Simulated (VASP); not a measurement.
# TeRu (F-43m) in VASP: notebook

Runs on TeRu. Level: PBEsol. Tasks: single point, elastic constants.

All numbers are computed with VASP 6.6.1; they aren't measurements. Logs are shortened: lines on timing, memory, paths and dates and some standing lists are left out, and cuts for length are marked.

## (1) The cell of the first run

The structure is cubic, space group F-43m (No. 216). Conventional cell: a = 5.814 Å, b = 5.814 Å, c = 5.814 Å, α = 90.00°, β = 90.00°, γ = 90.00°. Within 3.3 Å of Ru (site symmetry -43m) lie 4 Te at 2.52 Å. Te (site symmetry -43m) has 4 Ru at 2.52 Å within 3.3 Å.

## (2) Single point, PBEsol

POSCAR reads:

```
TeRu
1.0
    0.0000000000      2.9070868265      2.9070868265
    2.9070868265      0.0000000000      2.9070868265
    2.9070868265      2.9070868265      0.0000000000
Ru Te
1 1
Direct
    0.0000000000      0.0000000000      0.0000000000
    0.2500000000      0.2500000000      0.2500000000
```

INCAR.step1 reads:

```
SYSTEM = TeRu
PREC = Accurate ; ENCUT = 520
EDIFF = 1E-7 ; ISMEAR = 0
SIGMA = 0.05 ; LREAL = .False.
LASPH = .True. ; NELM = 100
ALGO = Normal ; ISIF = 2
LWAVE = .False. ; LCHARG = .True.
LMAXMIX = 4 ; GGA = PS
NBANDS = 17
```

KPOINTS.step1 reads:

```
regular mesh
0
Gamma
  8 8 8
  0 0 0
```

INCAR.step2 reads:

```
SYSTEM = TeRu
PREC = Accurate ; ENCUT = 520
EDIFF = 1E-7 ; ISMEAR = -5
SIGMA = 0.05 ; LREAL = .False.
LASPH = .True. ; NELM = 100
ALGO = Normal ; ISIF = 2
LWAVE = .False. ; LCHARG = .False.
LMAXMIX = 4 ; GGA = PS
LORBIT = 10 ; NBANDS = 17
NEDOS = 1001 ; ICHARG = 11
```

KPOINTS.step2 reads:

```
regular mesh
0
Gamma
  12 12 12
  0 0 0
```

Potentials or basis: VASP PAW PBE potentials, release 64 (Ru_pv, Te).

Run with:

```
> cat potpaw_PBE.64/Ru_pv/POTCAR potpaw_PBE.64/Te/POTCAR > POTCAR
> cp INCAR.step1 INCAR
> cp KPOINTS.step1 KPOINTS
> mpirun -np 1 vasp_std > vasp.out
> cp INCAR.step2 INCAR
> cp KPOINTS.step2 KPOINTS
> mpirun -np 1 vasp_std > vasp.out
```

OUTCAR:

```text
SYSTEM = TeRu
   PREC = Accurate
   ENCUT = 520
   EDIFF = 1E-7
   ISMEAR = -5
   LREAL = .False.
   LASPH = .True.
   NELM = 100
   ISIF = 2
   GGA = PS
   LORBIT = 10
   ICHARG = 11

 ion  position               nearest neighbor table
   1  0.000  0.000  0.000-   2 2.52   2 2.52   2 2.52   2 2.52
   2  0.250  0.250  0.250-   1 2.52   1 2.52   1 2.52   1 2.52

  LATTYP: Found a face centered cubic cell.
 ALAT       =     5.8141736530

  Lattice vectors:

 A1 = (   0.0000000000,   2.9070868265,   2.9070868265)
 A2 = (   2.9070868265,   0.0000000000,   2.9070868265)
 A3 = (   2.9070868265,   2.9070868265,   0.0000000000)

Analysis of symmetry for initial positions (statically):
=====================================================================
 Subroutine PRICEL returns:
 Original cell was already a primitive cell.

 Routine SETGRP: Setting up the symmetry group for a
 face centered cubic supercell.

 Subroutine GETGRP returns: Found 24 space group operations
 (whereof 24 operations were pure point group operations)
 out of a pool of 48 trial point group operations.

The static configuration has the point symmetry T_d .

Analysis of symmetry for dynamics (positions and initial velocities):
=====================================================================
 Subroutine PRICEL returns:
 Original cell was already a primitive cell.

 Routine SETGRP: Setting up the symmetry group for a
 face centered cubic supercell.

 Subroutine GETGRP returns: Found 24 space group operations
 (whereof 24 operations were pure point group operations)
 out of a pool of 48 trial point group operations.

The dynamic configuration has the point symmetry T_d .

 Subroutine INISYM returns: Found 24 space group operations
 (whereof 24 operations are pure point group operations),
 and found     1 'primitive' translations

----------------------------------------------------------------------------------------

                                     Primitive cell

  volume of cell :      49.1365

  direct lattice vectors                    reciprocal lattice vectors
     0.000000000  2.907086827  2.907086827    -0.171993487  0.171993487  0.171993487
     2.907086827  0.000000000  2.907086827     0.171993487 -0.171993487  0.171993487
     2.907086827  2.907086827  0.000000000     0.171993487  0.171993487 -0.171993487

  length of vectors
     4.111241617  4.111241617  4.111241617     0.297901458  0.297901458  0.297901458

  position of ions in fractional coordinates (direct lattice)
     0.000000000  0.000000000  0.000000000
     0.250000000  0.250000000  0.250000000

  ion indices of the primitive-cell ions
   primitive index   ion index
                 1           1
                 2           2

----------------------------------------------------------------------------------------

 KPOINTS: regular mesh

Automatic generation of k-mesh.
 Grid dimensions read from file:
 generate k-points for:   12   12   12

 Generating k-lattice:

  Cartesian coordinates                     Fractional coordinates (reciprocal lattice)
    -0.014332791  0.014332791  0.014332791     0.083333333  0.000000000  0.000000000
     0.014332791 -0.014332791  0.014332791     0.000000000  0.083333333  0.000000000
     0.014332791  0.014332791 -0.014332791     0.000000000  0.000000000  0.083333333

  Length of vectors
     0.024825121  0.024825121  0.024825121

  Shift w.r.t. Gamma in fractional coordinates (k-lattice)
     0.000000000  0.000000000  0.000000000

 TETIRR: Found    247 inequivalent tetrahedra from    10368

 Subroutine IBZKPT returns following result:
 ===========================================

 Found     72 irreducible k-points:

 Following reciprocal coordinates:
            Coordinates               Weight
  0.000000  0.000000  0.000000      1.000000
  0.083333  0.000000  0.000000      8.000000
  0.166667  0.000000  0.000000      8.000000
  0.250000  0.000000  0.000000      8.000000
  0.333333  0.000000  0.000000      8.000000
  0.416667  0.000000  0.000000      8.000000
[... 16 lines left out ...]
  0.500000  0.166667  0.000000     24.000000
 -0.416667  0.166667  0.000000     24.000000
 [... further k-points ...]
   k-points           NKPTS =     72   k-points in BZ     NKDIM =     72   number of bands    NBANDS=     17
   number of dos      NEDOS =   1001   number of ions     NIONS =      2
   total plane-waves  NPLWV =  32768
   dimension x,y,z NGX =    32 NGY =   32 NGZ =   32
   dimension x,y,z NGXF=    64 NGYF=   64 NGZF=   64
   ions per type =               1   1
   NGX,Y,Z   is equivalent  to a cutoff of  12.94, 12.94, 12.94 a.u.
   NGXF,Y,Z  is equivalent  to a cutoff of  25.88, 25.88, 25.88 a.u.
 SYSTEM =  TeRu
   PREC   = accura    normal or accurate (medium, high low for compatibility)
   ISTART =      0    job   : 0-new  1-cont  2-samecut
   ICHARG =     11    charge: 1-file 2-atom 10-const
   ISPIN  =      1    spin polarized calculation?
   LNONCOLLINEAR =      F non collinear calculations
   LSORBIT =      F    spin-orbit coupling
   LASPH  =      T    aspherical Exc in radial PAW
   ENCUT  =  520.0 eV  38.22 Ry    6.18 a.u.   7.64  7.64  7.64*2*pi/ulx,y,z
   NELM   =    100;   NELMIN=  2; NELMDL=  0     # of ELM steps
   EDIFF  = 0.1E-06   stopping-criterion for ELM
   LREAL  =      F    real-space projection
   EDIFFG = 0.1E-05   stopping-criterion for IOM
   NSW    =      0    number of steps for IOM
   IBRION =     -1    ionic relax: 0-MD 1-quasi-New 2-CG
   NFREE  =      0    steps in history (QN), initial steepest desc. (CG)
   ISIF   =      2    stress and relaxation
   ISYM   =      2    0-nonsym 1-usesym 2-fastsym
   POTIM  = 0.5000    time-step for ionic-motion
   TEBEG  =    0.0;   TEEND  =   0.0 temperature during run
   PSTRESS=    0.0 pullay stress
   NELECT =      20.0000    total number of electrons
   NUPDOWN=      -1.0000    fix difference up-down
   EMIN   =  10.00;   EMAX   =-10.00  energy-range for DOS
   EFERMI =   0.00;   METHOD = LEGACY
   ISMEAR =    -5;   SIGMA  =   0.05  broadening in eV -4-tet -1-fermi 0-gaus
   EFERMI_NEDOS =   21; number of points for ismear=-14 and -15
   IALGO  =     38    algorithm
   IMIX   =      4    mixing-type and parameters
     AMIX     =   0.40;   BMIX     =  1.00
     AMIX_MAG =   1.60;   BMIX_MAG =  1.00
  volume/ion in A,a.u.               =      24.57       165.79
  Fermi-wavevector in a.u.,A,eV,Ry     =   1.213250  2.292709 20.027431  1.471975
  Thomas-Fermi vector in A             =   2.348708
   LORBIT       =     10    0 simple, 1 ext, 2 COOP (PROOUT), +10 PAW based schemes
   GGA     = PS    functional components
   LHFCALC =     F    Hartree Fock is set to
   AEXX    =    0.0000 exact exchange contribution
   IVDW    =     0    specifies the selected vdW correction
   LEPSILON=     F    determine dielectric tensor
   LRPA    =     F    only Hartree local field effects (RPA)
 non-spin polarized calculation
 Fermi weights with tetrahedron method with Bloechl corrections
  energy-cutoff  :      520.00
  volume of cell :       49.14
 maximum number of plane-waves:      1363

 number of electron      20.0000003 magnetization

 Free energy of the ion-electron system (eV)
  ---------------------------------------------------
  ext. energy  EPLUGINS =         0.00000000
  ---------------------------------------------------
  free energy    TOTEN  =       -12.86572377 eV

  energy without entropy =      -12.86572377  energy(sigma->0) =      -12.86572377

 E-fermi :   7.2593     XC(G=0): -10.4695

 val. band max:        7.2579499324   @ k =  -0.3333   0.3333   0.1667
 cond. band min:       7.1551033441   @ k =   0.4167   0.4167   0.0000
 fundamental gap:     -0.1028465882
 Fermi energy:         7.2592867875

 k-point     1 :       0.0000    0.0000    0.0000
  band No.  band energies     occupation
      1     -34.8872      2.00000
      2     -34.8872      2.00000
      3     -34.8872      2.00000
      4      -5.6598      2.00000
      5       2.9196      2.00000
      6       2.9196      2.00000
[... 9 lines left out ...]
     16      13.7713      0.00000
     17      17.4906      0.00000

 k-point     2 :       0.0833    0.0000    0.0000
  band No.  band energies     occupation
      1     -34.8884      2.00000
      2     -34.8874      2.00000
      3     -34.8874      2.00000
      4      -5.6050      2.00000
      5       2.8364      2.00000
      6       2.9467      2.00000
[... 9 lines left out ...]
     16      13.9215      0.00000
     17      17.6832      0.00000

 k-point     3 :       0.1667    0.0000    0.0000
  band No.  band energies     occupation
      1     -34.8916      2.00000
      2     -34.8879      2.00000
      3     -34.8879      2.00000
      4      -5.4507      2.00000
      5       2.6264      2.00000
      6       3.0180      2.00000
[... 9 lines left out ...]
     16      14.2687      0.00000
     17      17.7636      0.00000

 k-point     4 :       0.2500    0.0000    0.0000
  band No.  band energies     occupation
      1     -34.8960      2.00000
      2     -34.8886      2.00000
      3     -34.8886      2.00000
      4      -5.2274      2.00000
      5       2.3751      2.00000
      6       3.1077      2.00000
[... 9 lines left out ...]
     16      14.6078      0.00000
     17      17.7025      0.00000

 k-point     5 :       0.3333    0.0000    0.0000
  band No.  band energies     occupation
      1     -34.9005      2.00000
      2     -34.8893      2.00000
      3     -34.8893      2.00000
      4      -4.9871      2.00000
      5       2.1585      2.00000
      6       3.1846      2.00000
[... 9 lines left out ...]
     16      14.9569      0.00000
     17      17.8658      0.00000

 k-point     6 :       0.4167    0.0000    0.0000
  band No.  band energies     occupation
      1     -34.9037      2.00000
      2     -34.8898      2.00000
      3     -34.8898      2.00000
      4      -4.7986      2.00000
      5       2.0204      2.00000
      6       3.2306      2.00000
[... 9 lines left out ...]
     16      15.6099      0.00000
     17      18.3870      0.00000

 k-point     7 :       0.5000    0.0000    0.0000
  band No.  band energies     occupation
      1     -34.9049      2.00000
      2     -34.8900      2.00000
      3     -34.8900      2.00000
      4      -4.7265      2.00000
      5       1.9743      2.00000
      6       3.2449      2.00000
[... 9 lines left out ...]
     16      15.8347      0.00000
     17      18.8354      0.00000

 k-point     8 :       0.0833    0.0833    0.0000
  band No.  band energies     occupation
      1     -34.8884      2.00000
      2     -34.8876      2.00000
      3     -34.8876      2.00000
      4      -5.5868      2.00000
      5       2.8014      2.00000
      6       2.9609      2.00000
[... 9 lines left out ...]
     16      14.1608      0.00000
     17      17.2607      0.00000
[... 203 lines left out ...]
      1     -34.8917      2.00000
      2     -34.8888      2.00000
      3     -34.8888      2.00000
      4      -5.3805      2.00000
      5       2.5069      2.00000
      6       3.0852      2.00000
[... 9 lines left out ...]
     16      15.0041      0.00000
     17      16.3350      0.00000

 k-point    20 :       0.2500    0.1667    0.0000
  band No.  band energies     occupation
      1     -34.8947      2.00000
      2     -34.8896      2.00000
      3     -34.8895      2.00000
      4      -5.2122      2.00000
      5       2.3270      2.00000
      6       3.1613      2.00000
[... 9 lines left out ...]
     16      15.4496      0.00000
     17      16.7174      0.00000

 k-point    21 :       0.3333    0.1667    0.0000
  band No.  band energies     occupation
      1     -34.8984      2.00000
      2     -34.8903      2.00000
      3     -34.8903      2.00000
      4      -4.9971      2.00000
      5       2.1774      2.00000
      6       3.1963      2.00000
[... 9 lines left out ...]
     16      15.6887      0.00000
     17      17.5639      0.00000

 k-point    22 :       0.4167    0.1667    0.0000
  band No.  band energies     occupation
      1     -34.9018      2.00000
      2     -34.8913      2.00000
      3     -34.8908      2.00000
      4      -4.7900      2.00000
      5       2.1078      2.00000
      6       3.1697      2.00000
[... 9 lines left out ...]
     16      15.6752      0.00000
     17      18.0839      0.00000

 k-point    23 :       0.5000    0.1667    0.0000
  band No.  band energies     occupation
      1     -34.9038      2.00000
      2     -34.8922      2.00000
      3     -34.8909      2.00000
      4      -4.6537      2.00000
      5       2.1259      2.00000
      6       3.0935      2.00000
[... 9 lines left out ...]
     16      16.3634      0.00000
     17      18.0561      0.00000

 k-point    24 :      -0.4167    0.1667    0.0000
  band No.  band energies     occupation
      1     -34.9040      2.00000
      2     -34.8926      2.00000
      3     -34.8906      2.00000
      4      -4.6354      2.00000
      5       2.1840      2.00000
      6       3.0172      2.00000
[... 9 lines left out ...]
     16      16.9818      0.00000
     17      18.1583      0.00000

 [... further k-points ...]

------------------------ aborting loop because EDIFF is reached ----------------------------------------

  FORCE on cell =-STRESS in cart. coord.  units (eV):
  Direction    XX          YY          ZZ          XY          YZ          ZX
  --------------------------------------------------------------------------------------
  -------------------------------------------------------------------------------------
  Total       -0.2229393     -0.2229393     -0.2229393     -0.0000000      0.0000000      0.0000000
  in kB       -7.2693118     -7.2693118     -7.2693118     -0.0000000      0.0000000      0.0000000
  external PRESSURE =      -7.2693118 kB  Pullay stress =       0.0000000 kB

 VOLUME and BASIS-vectors are now :
 -----------------------------------------------------------------------------
  energy-cutoff  :      520.00
  volume of cell :       49.14
      direct lattice vectors                 reciprocal lattice vectors
     0.000000000  2.907086827  2.907086827    -0.171993487  0.171993487  0.171993487
     2.907086827  0.000000000  2.907086827     0.171993487 -0.171993487  0.171993487
     2.907086827  2.907086827  0.000000000     0.171993487  0.171993487 -0.171993487

 POSITION                                       TOTAL-FORCE (eV/Angst)
 -----------------------------------------------------------------------------------
      0.00000      0.00000      0.00000         0.000000     -0.000000      0.000000
      1.45354      1.45354      1.45354        -0.000000      0.000000     -0.000000
 -----------------------------------------------------------------------------------
    total drift:                               -0.000000     -0.000000     -0.000000

  FREE ENERGIE OF THE ION-ELECTRON SYSTEM (eV)
  ---------------------------------------------------
  free  energy   TOTEN  =       -12.8657237652 eV

  energy  without entropy=      -12.8657237652  energy(sigma->0) =      -12.86572377

 total charge

# of ion       s       p       d       tot
------------------------------------------
    1        0.335   6.166   6.260  12.761
    2        1.345   1.968   0.145   3.458
--------------------------------------------------
tot          1.681   8.134   6.405  16.219
```

Run time: 27 s. Hardware: 1 thread of AMD EPYC 9R45 (Zen 5), shared host; peak memory 0.18 GiB.

Results:

```yaml
Valence_electrons_inside_the_program's_atomic_spheres: Ru 12.76; Te 3.46
```

Caveat: the PAW data sets were made with another functional, which shifts forces and pressure a little; spin-orbit coupling is left out, which moves the levels of the heavy elements; tetrahedron occupations give inexact forces and stress in metals.

[end of part 1 of 2]
